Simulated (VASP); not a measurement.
**Os: single point with PBE**

Crystal: Os.

```
CELL_PARAMETERS angstrom
1.72210 -2.51470 0.00000
1.72210 2.51470 0.00000
-1.09966 0.00000 1.61542
ATOMIC_POSITIONS crystal
Os 0.50000 0.50000 0.50000
```

- Program: VASP 6.6.1
- Task: single point
- Functional: PBE
- Potentials or basis: VASP PAW PBE potentials, release 64 (Os)
- Cutoff: 520 eV
- k mesh: 8 × 8 × 10
- Occupations: gaussian, width 0.1 eV
- Spin: no spin polarisation

```
Pressure               : 131.9 GPa
Band gap on the k mesh : zero (band 4 reaches 12.17 eV, above the bottom of band 5 at 8.00 eV)
```

Stress tensor (GPa, compression positive):
```
 123.43    0.00 -180.07
   0.00    3.27    0.00
-180.07    0.00  268.95
```

Levels at points of the mesh, in eV from the Fermi level:
```csv
k point,band 2,band 3,band 4,band 5,band 6,band 7
"(0.00, 0.00, 0.00)",-10.13,-4.60,-4.17,4.65,5.67,10.93
"(0.50, 0.00, 0.00)",-8.03,-2.17,-0.07,3.86,4.71,5.53
"(0.50, 0.50, 0.00)",-8.05,-2.41,-0.13,3.46,5.77,5.91
"(0.00, 0.00, 0.50)",-8.80,-0.60,0.64,5.42,6.22,9.79
"(0.50, 0.00, 0.50)",-7.35,-2.39,0.87,1.19,3.05,12.24
"(0.50, 0.50, 0.50)",-8.85,-0.56,0.69,5.48,6.36,9.71
```

It took 13 s on 1 thread of Intel Xeon 6975P-C (shared host), peak memory 0.15 GiB.

Caveat: the k points lie up to 0.39 Å⁻¹ apart; spin-orbit coupling is left out, which moves the levels of the heavy elements.
